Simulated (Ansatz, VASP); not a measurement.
# ZnS: VASP beside Ansatz

```
Zn S
1.0
     0.00000    2.70465    2.70465
     2.70465    0.00000    2.70465
     2.70465    2.70465    0.00000
Zn S
1 1
Direct
  0.00000 0.00000 0.00000
  0.72712 0.75000 0.75000
```

Change from the starting cell: all S atoms moved +0.087 Å, as atom 2 towards its neighbour atom 2 (S) at 3.825 Å.

Alike in both runs: task single point; functional PBE; k mesh 10 × 10 × 10; occupations gaussian, width 0.05 eV; no spin polarisation.

|  | VASP | Ansatz |
| --- | --- | --- |
| version | VASP 6.6.1 | Ansatz 0.2.0 |
| potentials or method | VASP PAW PBE potentials, release 64 (Zn, S), cutoff 520 eV | scalar-relativistic, plane waves, PAW |
| valence electrons in the cell | 18 | 18 |

VASP gave:

| Property | Result |
| --- | --- |
| gap on the k mesh at the Fermi level (eV) | 2.04 |
| least direct gap on the mesh (eV) | 2.04 |
| pressure (GPa) | 1.8 |
| traceless stress, the component that is largest in VASP (GPa) | -1.44 |
| rms of the force components (eV/Å) | 0.299 |

Q: What did Ansatz give for the same quantities?

A: gap on the k mesh at the Fermi level (eV): 2.04; least direct gap on the mesh (eV): 2.04; pressure (GPa): 1.6; traceless stress, the component that is largest in VASP (GPa): -1.42; rms of the force components (eV/Å): 0.297.

Atom by atom the forces differ by 0.002 eV/Å (rms over components). The functional is the same, so the differences come from potentials, cutoffs and numerics.
